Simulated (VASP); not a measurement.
# CuO (Cccm) in VASP: a series of runs

The runs below take CuO through single point, with r2SCAN.

Everything below comes from runs of VASP 6.6.1. Logs are shortened: lines on timing, memory, paths and dates and some standing lists are left out, and cuts for length are marked.

**1. The cell of the first run**

The structure is orthorhombic, space group Cccm (No. 66). The conventional cell has a = 3.982 Å, b = 4.307 Å, c = 5.156 Å, α = 90.00°, β = 90.00°, γ = 90.00°. Cu (site symmetry 2/m) has 4 O at 1.95 Å within 2.6 Å. O (site symmetry 222) has 4 Cu at 1.95 Å and 2 O at 2.58 Å within 2.6 Å.

**2. Single point, r2SCAN, collinear spin, ferromagnetic start**

POSCAR reads:

```
CuO
1.0
    1.9909680000     -2.1535500000      0.0000000000
    1.9909680000      2.1535500000      0.0000000000
    0.0000000000      0.0000000000      5.1559280000
Cu O
2 2
Direct
    0.0000000000      0.5000000000      0.0000000000
    0.5000000000      0.0000000000      0.5000000000
    0.5000000000      0.5000000000      0.2500000000
    0.5000000000      0.5000000000      0.7500000000
```

INCAR.step1 reads:

```
SYSTEM = CuO
PREC     = Accurate       ! precision mode
ENCUT    = 520            ! plane-wave cutoff, eV
ISMEAR   = 0              ! smearing method
SIGMA    = 0.1            ! smearing width, eV
LREAL    = .False.        ! projectors in reciprocal space
LASPH    = .True.         ! aspherical terms in the spheres
NELM     = 150            ! most SCF steps
ISPIN    = 2              ! spin polarisation
MAGMOM   = 0.69 0.69 0.36 0.36 ! initial moments
LMAXMIX  = 4              ! l up to which the mixer works
NBANDS   = 29             ! bands
GGA      = PE             ! functional
ALGO     = Normal         ! electronic algorithm
EDIFF    = 1E-4           ! SCF threshold, eV
LWAVE    = .True.         ! write WAVECAR
LCHARG   = .False.        ! write CHGCAR
```

INCAR.step2 reads:

```
SYSTEM = CuO
PREC     = Accurate       ! precision mode
ENCUT    = 520            ! plane-wave cutoff, eV
EDIFF    = 1E-6           ! SCF threshold, eV
ISMEAR   = 0              ! smearing method
SIGMA    = 0.1            ! smearing width, eV
LREAL    = .False.        ! projectors in reciprocal space
LASPH    = .True.         ! aspherical terms in the spheres
NELM     = 150            ! most SCF steps
ALGO     = Normal         ! electronic algorithm
ISIF     = 2              ! what is computed and relaxed
LWAVE    = .False.        ! write WAVECAR
LCHARG   = .True.         ! write CHGCAR
ISPIN    = 2              ! spin polarisation
MAGMOM   = 0.69 0.69 0.36 0.36 ! initial moments
LORBIT   = 11             ! projections on sites
LMAXMIX  = 4              ! l up to which the mixer works
METAGGA  = R2SCAN         ! meta-GGA
LMIXTAU  = .True.       
LELF     = .True.         ! ELF
LVHAR    = .True.       
NBANDS   = 29             ! bands
ISTART   = 1
```

KPOINTS reads:

```
Automatic mesh
0
Gamma
  2 2 2
  0 0 0
```

Potentials or basis: VASP PAW PBE potentials, release 64 (Cu, O).

Started as:

```
$ cat potpaw_PBE.64/Cu/POTCAR potpaw_PBE.64/O/POTCAR > POTCAR
$ cp INCAR.step1 INCAR
$ mpirun -np 1 vasp_std > vasp.out
$ cp INCAR.step2 INCAR
$ mpirun -np 1 vasp_std > vasp.out
```

OUTCAR:

```text
SYSTEM = CuO
   PREC = Accurate
   ENCUT = 520
   EDIFF = 1E-6
   ISMEAR = 0
   LREAL = .False.
   LASPH = .True.
   NELM = 150
   ISIF = 2
   ISPIN = 2
   LORBIT = 11
   METAGGA = R2SCAN
   ISTART = 1

 ion  position               nearest neighbor table
   1  0.000  0.500  0.000-   3 1.95   4 1.95   3 1.95   4 1.95
   2  0.500  0.000  0.500-   3 1.95   4 1.95   3 1.95   4 1.95
   3  0.500  0.500  0.250-   1 1.95   2 1.95   2 1.95   1 1.95
   4  0.500  0.500  0.750-   1 1.95   2 1.95   2 1.95   1 1.95

  LATTYP: Found a base centered orthorhombic cell.
 ALAT       =     3.9819360000
 B/A-ratio  =     1.0816597755
 C/A-ratio  =     1.2948294498

  Lattice vectors:

 A1 = (   1.9909680000,  -2.1535500000,   0.0000000000)
 A2 = (   1.9909680000,   2.1535500000,   0.0000000000)
 A3 = (   0.0000000000,   0.0000000000,   5.1559280000)

Analysis of symmetry for initial positions (statically):
=====================================================================
 Subroutine PRICEL returns:
 Original cell was already a primitive cell.

 Routine SETGRP: Setting up the symmetry group for a
 base centered orthorhombic supercell.

 Subroutine GETGRP returns: Found  8 space group operations
 (whereof  4 operations were pure point group operations)
 out of a pool of  8 trial point group operations.

The static configuration has the point symmetry C_2h.
 The point group associated with its full space group is D_2h.

Analysis of symmetry for dynamics (positions and initial velocities):
=====================================================================
 Subroutine PRICEL returns:
 Original cell was already a primitive cell.

 Routine SETGRP: Setting up the symmetry group for a
 base centered orthorhombic supercell.

 Subroutine GETGRP returns: Found  8 space group operations
 (whereof  4 operations were pure point group operations)
 out of a pool of  8 trial point group operations.

The dynamic configuration has the point symmetry C_2h.
 The point group associated with its full space group is D_2h.

Analysis of structural, dynamic, and magnetic symmetry:
=====================================================================
 Subroutine PRICEL returns:
 Original cell was already a primitive cell.

 Routine SETGRP: Setting up the symmetry group for a
 base centered orthorhombic supercell.

 Subroutine GETGRP returns: Found  8 space group operations
 (whereof  4 operations were pure point group operations)
 out of a pool of  8 trial point group operations.

The overall configuration has the point symmetry C_2h.
[... 114 lines left out ...]
   LEPSILON=     F    determine dielectric tensor
   LRPA    =     F    only Hartree local field effects (RPA)
 spin polarized calculation
 Gauss-broadening in eV      SIGMA  =   0.10
  energy-cutoff  :      520.00
  volume of cell :       44.21
 maximum number of plane-waves:      1196
 NGX is ok and might be reduce to    24
   NGX = 11   NGY = 11   NGZ = 19

 number of electron      34.0000000 magnetization      -0.0000947

 number of electron      34.0000000 magnetization       0.0020860

 Free energy of the ion-electron system (eV)
  ---------------------------------------------------
  ext. energy  EPLUGINS =         0.00000000
  ---------------------------------------------------
  free energy    TOTEN  =       -35.90943815 eV

  energy without entropy =      -35.89292695  energy(sigma->0) =      -35.90118255

 E-fermi :   5.1846     XC(G=0): -11.9728

 val. band max:        5.1804835895   @ k =   0.5000   0.0000   0.0000
 cond. band min:       5.4001880799   @ k =   0.5000   0.0000   0.0000
 fundamental gap:      0.2197044904
 Fermi energy:         5.1846053215

 spin component 1

 k-point     1 :       0.0000    0.0000    0.0000
  band No.  band energies     occupation
      1     -16.0575      1.00000
      2     -14.7881      1.00000
      3      -3.4288      1.00000
      4      -0.7942      1.00000
      5      -0.6457      1.00000
      6       1.0067      1.00000
[... 181 lines left out ...]
     28      21.6833      0.00000
     29      22.7379      0.00000
 Fermi energy:         5.1846053215

 spin component 2

 k-point     1 :       0.0000    0.0000    0.0000
  band No.  band energies     occupation
      1     -16.0573      1.00000
      2     -14.7878      1.00000
      3      -3.4291      1.00000
      4      -0.7925      1.00000
      5      -0.6440      1.00000
      6       1.0073      1.00000
[... 181 lines left out ...]
     28      21.6834      0.00000
     29      22.7383      0.00000

------------------------ aborting loop because EDIFF is reached ----------------------------------------

  FORCE on cell =-STRESS in cart. coord.  units (eV):
  Direction    XX          YY          ZZ          XY          YZ          ZX
  --------------------------------------------------------------------------------------
  -------------------------------------------------------------------------------------
  Total        1.0938863      0.9459569     -2.3730906      0.0000000      0.0000000      0.0000000
  in kB       39.6393659     34.2788202    -85.9941317      0.0000000      0.0000000      0.0000000
  external PRESSURE =      -4.0253152 kB  Pullay stress =       0.0000000 kB

 VOLUME and BASIS-vectors are now :
 -----------------------------------------------------------------------------
  energy-cutoff  :      520.00
  volume of cell :       44.21
      direct lattice vectors                 reciprocal lattice vectors
     1.990968000 -2.153550000  0.000000000     0.251134122 -0.232174781  0.000000000
     1.990968000  2.153550000  0.000000000     0.251134122  0.232174781  0.000000000
     0.000000000  0.000000000  5.155928000     0.000000000  0.000000000  0.193951506

 POSITION                                       TOTAL-FORCE (eV/Angst)
 -----------------------------------------------------------------------------------
      0.99548      1.07678      0.00000         0.000000     -0.000000      0.000000
      0.99548     -1.07678      2.57796        -0.000000     -0.000000      0.000000
      1.99097      0.00000      1.28898         0.000000     -0.000000     -0.000000
      1.99097      0.00000      3.86695         0.000000      0.000000     -0.000000
 -----------------------------------------------------------------------------------
    total drift:                                0.000000     -0.000000     -0.000000

  FREE ENERGIE OF THE ION-ELECTRON SYSTEM (eV)
  ---------------------------------------------------
  free  energy   TOTEN  =       -35.9094381538 eV

  energy  without entropy=      -35.8929269520  energy(sigma->0) =      -35.90118255

 total charge

# of ion       s       p       d       tot
------------------------------------------
    1        0.381   0.387   9.162   9.931
    2        0.381   0.387   9.162   9.931
    3        1.571   3.427   0.000   4.999
    4        1.571   3.427   0.000   4.999
--------------------------------------------------
tot          3.905   7.629  18.325  29.859

 magnetization (x)

# of ion       s       p       d       tot
------------------------------------------
    1       -0.000   0.000   0.001   0.001
    2       -0.000   0.000   0.001   0.001
    3        0.000   0.000   0.000   0.000
    4        0.000   0.000   0.000   0.000
--------------------------------------------------
tot          0.000   0.001   0.002   0.003
```

It took 86 s on 1 thread of Intel Xeon 6975P-C (Granite Rapids), shared host; peak memory 0.18 GiB.

What came out:

- Free energy: -35.9094 eV
- Pressure: -0.4 GPa
- Band gap on the k mesh: zero (filled and empty bands overlap)
- Net moment: 0.00 μB per cell
- Valence electrons inside the program's atomic spheres: Cu 9.93; O 5.00

Caveat: the k points lie up to 1.07 Å⁻¹ apart, too coarse for converged energies and pressures of a metal; the PAW data sets were made with another functional, which shifts forces and pressure a little; semilocal functionals often make such compounds metallic where correlation or magnetic order opens a gap, which also shifts bond lengths. With open d or f shells a metallic result of r2SCAN can be an artefact of self-interaction; +U or a hybrid may open a gap.

(Continued in part 2 of 2.)
